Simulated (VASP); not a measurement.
# Ti2Co (Fd-3m) in VASP: a series of runs, part 2 of 2

VASP 6.6.1.

## (4) Single point, PBEsol, collinear spin, ferromagnetic start (12.46 Å³/atom)

This run uses another cell than the first one, of 12.46 Å³/atom.

The input, INCAR:

```
PREC     = Accurate       # precision mode
ENCUT    = 520            # plane-wave cutoff, eV
EDIFF    = 1E-6           # SCF threshold, eV
ISMEAR   = 0              # smearing method
SIGMA    = 0.1            # smearing width, eV
LREAL    = F              # projectors in reciprocal space
LASPH    = T              # aspherical terms in the spheres
NELM     = 150            # most SCF steps
ALGO     = Normal         # electronic algorithm
ISIF     = 2              # what is computed and relaxed
LWAVE    = F              # write WAVECAR
LCHARG   = F              # write CHGCAR
ISPIN    = 2              # spin polarisation
MAGMOM   = 0 0 0 0 1.11 1.11 # initial moments
LORBIT   = 11             # projections on sites
LMAXMIX  = 4              # l up to which the mixer works
GGA      = PS             # functional
NBANDS   = 46             # bands
```

The input, KPOINTS:

```
regular mesh
0
Gamma
  10 10 10
```

The input, POSCAR:

```
Ti2Co
1.0
    0.0000000000      3.3439443706      3.3439443706
    3.3439443706      0.0000000000      3.3439443706
    3.3439443706      3.3439443706      0.0000000000
Ti Co
4 2
Direct
    0.6250000000      0.6250000000      0.6250000000
    0.1250000000      0.6250000000      0.6250000000
    0.6250000000      0.6250000000      0.1250000000
    0.6250000000      0.1250000000      0.6250000000
    0.0000000000      0.0000000000      0.0000000000
    0.2500000000      0.2500000000      0.2500000000
```

Potentials or basis: VASP PAW PBE potentials, release 64 (Ti_sv, Co).

The run is started by

```bash
> cat potpaw_PBE.64/Ti_sv/POTCAR potpaw_PBE.64/Co/POTCAR > POTCAR
> mpirun -np 1 vasp_std > vasp.out
```

OUTCAR:

```text
PREC = Accurate
   ENCUT = 520
   EDIFF = 1E-6
   ISMEAR = 0
   LREAL = F
   LASPH = T
   NELM = 150
   ISIF = 2
   ISPIN = 2
   LORBIT = 11
   GGA = PS

 ion  position               nearest neighbor table
   1  0.625  0.625  0.625-   2 2.36   3 2.36   4 2.36   3 2.36   4 2.36   2 2.36   6 2.77   5 2.77
                             6 2.77   5 2.77   6 2.77   5 2.77
   2  0.125  0.625  0.625-   1 2.36   3 2.36   4 2.36   1 2.36   3 2.36   4 2.36   5 2.77   6 2.77
                             5 2.77   6 2.77   6 2.77   5 2.77
   3  0.625  0.625  0.125-   1 2.36   1 2.36   2 2.36   4 2.36   4 2.36   2 2.36   6 2.77   5 2.77
                             6 2.77   5 2.77   6 2.77   5 2.77
   4  0.625  0.125  0.625-   1 2.36   3 2.36   1 2.36   2 2.36   3 2.36   2 2.36   6 2.77   5 2.77
                             6 2.77   5 2.77   6 2.77   5 2.77
[... 2556 lines left out ...]
      4.17993      2.50796      2.50796         0.000000     -0.000000     -0.000000
      2.50796      2.50796      4.17993         0.000000     -0.000000     -0.000000
      2.50796      4.17993      2.50796         0.000000     -0.000000     -0.000000
      0.00000      0.00000      0.00000        -0.000000     -0.000000      0.000000
      1.67197      1.67197      1.67197        -0.000000      0.000000      0.000000
 -----------------------------------------------------------------------------------
    total drift:                                0.000000      0.000000      0.000000

  FREE ENERGIE OF THE ION-ELECTRON SYSTEM (eV)
  ---------------------------------------------------
  free  energy   TOTEN  =       -45.6969232162 eV

  energy  without entropy=      -45.6525276201  energy(sigma->0) =      -45.67472542

 total charge

# of ion       s       p       d       tot
------------------------------------------
    1        2.309   6.159   2.357  10.825
    2        2.309   6.159   2.357  10.825
    3        2.309   6.159   2.357  10.825
    4        2.309   6.159   2.357  10.825
    5        0.462   0.473   7.216   8.150
    6        0.462   0.473   7.216   8.150
--------------------------------------------------
tot         10.161  25.581  23.858  59.601

 magnetization (x)

# of ion       s       p       d       tot
------------------------------------------
    1       -0.000  -0.004   0.041   0.037
    2       -0.000  -0.004   0.041   0.037
    3       -0.000  -0.004   0.041   0.037
    4       -0.000  -0.004   0.041   0.037
    5        0.003  -0.004   0.443   0.442
    6        0.003  -0.004   0.443   0.442
--------------------------------------------------
tot          0.006  -0.023   1.051   1.034
```

It took 5.2 min on 1 thread of Intel Xeon Platinum 8488C (Sapphire Rapids), shared host; peak memory 0.39 GiB.

What came out:

* Free energy: -45.6969 eV
* Pressure: 19.5 GPa
* Net moment: 0.98 μB per cell
* Site moments: Ti +0.04; Co +0.44 μB
* Valence electrons inside the program's atomic spheres: Ti 10.82; Co 8.15

Caveat: the cell stands under pressure; the PAW data sets were made with another functional, which shifts forces and pressure a little.

## (5) Single point, PBEsol, collinear spin, ferromagnetic start (14.46 Å³/atom)

This run uses another cell than the first one, of 14.46 Å³/atom.

The input, INCAR:

```
PREC = Accurate
ENCUT = 520
EDIFF = 1E-6
ISMEAR = 0
SIGMA = 0.2
LREAL = False
LASPH = True
NELM = 150
ALGO = Normal
ISIF = 2
LWAVE = False
LCHARG = False
ISPIN = 2
MAGMOM = 0 0 0 0 1.1 1.1
LORBIT = 11
LMAXMIX = 4
GGA = PS
NBANDS = 46
```

The input, KPOINTS:

```
Automatic mesh
0
Gamma
  10 10 10
```

The input, POSCAR:

```
Ti2Co
1.0
    0.0000000000      3.5140013142      3.5140013142
    3.5140013142      0.0000000000      3.5140013142
    3.5140013142      3.5140013142      0.0000000000
Ti Co
4 2
Direct
    0.1250000000      0.1250000000      0.1250000000
    0.6250000000      0.1250000000      0.1250000000
    0.1250000000      0.1250000000      0.6250000000
    0.1250000000      0.6250000000      0.1250000000
    0.5000000000      0.5000000000      0.5000000000
    0.7500000000      0.7500000000      0.7500000000
```

Potentials or basis: VASP PAW PBE potentials, release 64 (Ti_sv, Co).

The run is started by

```bash
> cat potpaw_PBE.64/Ti_sv/POTCAR potpaw_PBE.64/Co/POTCAR > POTCAR
> mpirun -np 1 vasp_std > vasp.out
```

OUTCAR:

```text
PREC = Accurate
   ENCUT = 520
   EDIFF = 1E-6
   ISMEAR = 0
   LREAL = False
   LASPH = True
   NELM = 150
   ISIF = 2
   ISPIN = 2
   LORBIT = 11
   GGA = PS

 ion  position               nearest neighbor table
   1  0.125  0.125  0.125-   2 2.48   3 2.48   4 2.48   3 2.48   4 2.48   2 2.48   6 2.91   5 2.91
                             6 2.91   5 2.91   6 2.91   5 2.91
   2  0.625  0.125  0.125-   1 2.48   3 2.48   4 2.48   1 2.48   3 2.48   4 2.48   5 2.91   6 2.91
                             5 2.91   5 2.91   6 2.91   6 2.91
   3  0.125  0.125  0.625-   1 2.48   1 2.48   2 2.48   4 2.48   4 2.48   2 2.48   6 2.91   5 2.91
                             6 2.91   5 2.91   6 2.91   5 2.91
   4  0.125  0.625  0.125-   1 2.48   3 2.48   1 2.48   2 2.48   3 2.48   2 2.48   5 2.91   6 2.91
                             5 2.91   6 2.91   6 2.91   5 2.91
   5  0.500  0.500  0.500-   1 2.91   3 2.91   4 2.91   1 2.91   2 2.91   3 2.91   1 2.91   2 2.91
                             4 2.91   2 2.91   3 2.91   4 2.91   6 3.04   6 3.04   6 3.04   6 3.04
   6  0.750  0.750  0.750-   2 2.91   3 2.91   4 2.91   1 2.91   2 2.91   4 2.91   1 2.91   2 2.91
                             3 2.91   1 2.91   3 2.91   4 2.91   5 3.04   5 3.04   5 3.04   5 3.04

  LATTYP: Found a face centered cubic cell.
 ALAT       =     7.0280026284

  Lattice vectors:

 A1 = (   0.0000000000,   3.5140013142,   3.5140013142)
 A2 = (   3.5140013142,   0.0000000000,   3.5140013142)
 A3 = (   3.5140013142,   3.5140013142,   0.0000000000)

Analysis of symmetry for initial positions (statically):
=====================================================================
 Subroutine PRICEL returns:
 Original cell was already a primitive cell.

 Routine SETGRP: Setting up the symmetry group for a
 face centered cubic supercell.

 Subroutine GETGRP returns: Found 48 space group operations
 (whereof 24 operations were pure point group operations)
 out of a pool of 48 trial point group operations.

The static configuration has the point symmetry T_d .
 The point group associated with its full space group is O_h .

Analysis of symmetry for dynamics (positions and initial velocities):
=====================================================================
[... 1342 lines left out ...]
     45      12.2478      0.00000

 [... further k-points ...]

 spin component 2

 k-point     1 :       0.0000    0.0000    0.0000
  band No.  band energies     occupation
      1     -47.5648      1.00000
      2     -47.1008      1.00000
      3     -47.1008      1.00000
      4     -47.1008      1.00000
      5     -25.1702      1.00000
      6     -24.2118      1.00000
[... 1141 lines left out ...]
     44      11.6228      0.00000
     45      12.2264      0.00000

 [... further k-points ...]

 [bands above 45 left out]

------------------------ aborting loop because EDIFF is reached ----------------------------------------

  FORCE on cell =-STRESS in cart. coord.  units (eV):
  Direction    XX          YY          ZZ          XY          YZ          ZX
  --------------------------------------------------------------------------------------
  -------------------------------------------------------------------------------------
  Total       -1.2943236     -1.2943236     -1.2943236     -0.0000000      0.0000000     -0.0000000
  in kB      -23.8955871    -23.8955871    -23.8955871     -0.0000000      0.0000000     -0.0000000
  external PRESSURE =     -23.8955871 kB  Pullay stress =       0.0000000 kB

 VOLUME and BASIS-vectors are now :
 -----------------------------------------------------------------------------
  energy-cutoff  :      520.00
  volume of cell :       86.78
      direct lattice vectors                 reciprocal lattice vectors
     0.000000000  3.514001314  3.514001314    -0.142287938  0.142287938  0.142287938
     3.514001314  0.000000000  3.514001314     0.142287938 -0.142287938  0.142287938
     3.514001314  3.514001314  0.000000000     0.142287938  0.142287938 -0.142287938

 POSITION                                       TOTAL-FORCE (eV/Angst)
 -----------------------------------------------------------------------------------
      0.87850      0.87850      0.87850        -0.000000     -0.000000     -0.000000
      0.87850      2.63550      2.63550        -0.000000     -0.000000      0.000000
      2.63550      2.63550      0.87850        -0.000000     -0.000000      0.000000
      2.63550      0.87850      2.63550        -0.000000     -0.000000      0.000000
      3.51400      3.51400      3.51400         0.000000     -0.000000      0.000000
      5.27100      5.27100      5.27100         0.000000      0.000000     -0.000000
 -----------------------------------------------------------------------------------
    total drift:                                0.000000     -0.000000      0.000000

  FREE ENERGIE OF THE ION-ELECTRON SYSTEM (eV)
  ---------------------------------------------------
  free  energy   TOTEN  =       -46.3147867314 eV

  energy  without entropy=      -46.1116889226  energy(sigma->0) =      -46.21323783

 total charge

# of ion       s       p       d       tot
------------------------------------------
    1        2.283   6.124   2.171  10.578
    2        2.283   6.124   2.171  10.578
    3        2.283   6.124   2.171  10.578
    4        2.283   6.124   2.171  10.578
    5        0.411   0.379   7.150   7.940
    6        0.411   0.379   7.150   7.940
--------------------------------------------------
tot          9.955  25.254  22.984  58.193

 magnetization (x)

# of ion       s       p       d       tot
------------------------------------------
    1       -0.002  -0.012  -0.008  -0.021
    2       -0.002  -0.012  -0.008  -0.021
    3       -0.002  -0.012  -0.008  -0.021
    4       -0.002  -0.012  -0.008  -0.021
    5        0.007  -0.009   1.043   1.041
    6        0.007  -0.009   1.043   1.041
--------------------------------------------------
tot          0.007  -0.064   2.055   1.998
```

OSZICAR:

```text
N       E                     dE             d eps       ncg     rms          rms(c)
DAV:   1     0.822808169541E+03    0.82281E+03   -0.30811E+04  8648   0.184E+03
DAV:   2     0.572159349930E+02   -0.76559E+03   -0.74092E+03  8648   0.531E+02
[... 13 lines left out ...]
DAV:  16    -0.463154923245E+02   -0.18132E-02   -0.88152E-03 12404   0.604E-01    0.468E-01
DAV:  17    -0.463147868793E+02    0.70545E-03   -0.39024E-03 12360   0.500E-01    0.230E-01
DAV:  18    -0.463149012358E+02   -0.11436E-03   -0.28592E-04 12524   0.116E-01    0.215E-01
DAV:  19    -0.463148300801E+02    0.71156E-04   -0.96368E-05 12126   0.744E-02    0.132E-01
DAV:  20    -0.463147915480E+02    0.38532E-04   -0.94282E-05 11108   0.665E-02    0.452E-02
DAV:  21    -0.463147874606E+02    0.40873E-05   -0.19257E-05  9652   0.220E-02    0.203E-02
DAV:  22    -0.463147867314E+02    0.72925E-06   -0.16663E-06  6692   0.840E-03
   1 F= -.46314787E+02 E0= -.46213238E+02  d E =-.203098E+00  mag=     1.7869
```

It took 7.9 min on 1 thread of Intel Xeon Platinum 8488C (Sapphire Rapids), shared host; peak memory 0.46 GiB.

What came out:

```yaml
Free_energy: -46.3148 eV
Pressure: -2.4 GPa
Net_moment: 1.79 μB per cell
Site_moments: Ti -0.02; Co +1.04 μB
Valence_electrons_inside_the_program's_atomic_spheres: Ti 10.58; Co 7.94
```

Caveat: the PAW data sets were made with another functional, which shifts forces and pressure a little.

## (6) The runs side by side

| cell | smearing | gap on the mesh (eV) | pressure (GPa) | moment (μB) |
| --- | --- | --- | --- | --- |
| a = 4.894 Å, angles 60.0°, 6 atoms | gaussian 0.1 eV | none | 2.7 | 1.67 |
| a = 5.034 Å, angles 60.0°, 6 atoms | gaussian 0.1 eV | none | -6.2 | 2.12 |
| a = 4.729 Å, angles 60.0°, 6 atoms | gaussian 0.1 eV | none | 19.5 | 0.98 |
| a = 4.970 Å, angles 60.0°, 6 atoms | gaussian 0.2 eV | none | -2.4 | 1.79 |

Alike in all rows: task single point; level PBEsol; potentials or basis VASP PAW PBE potentials, release 64 (Ti_sv, Co); spin collinear, ferromagnetic start; k mesh 10 × 10 × 10; cutoff (eV) 520.

Caveats: the PAW data sets were made with another functional, which shifts forces and pressure a little; the cell stands under tension (at least some runs); the cell stands under pressure (at least some runs).

Absolute energies hang on the potentials; compare differences alone.
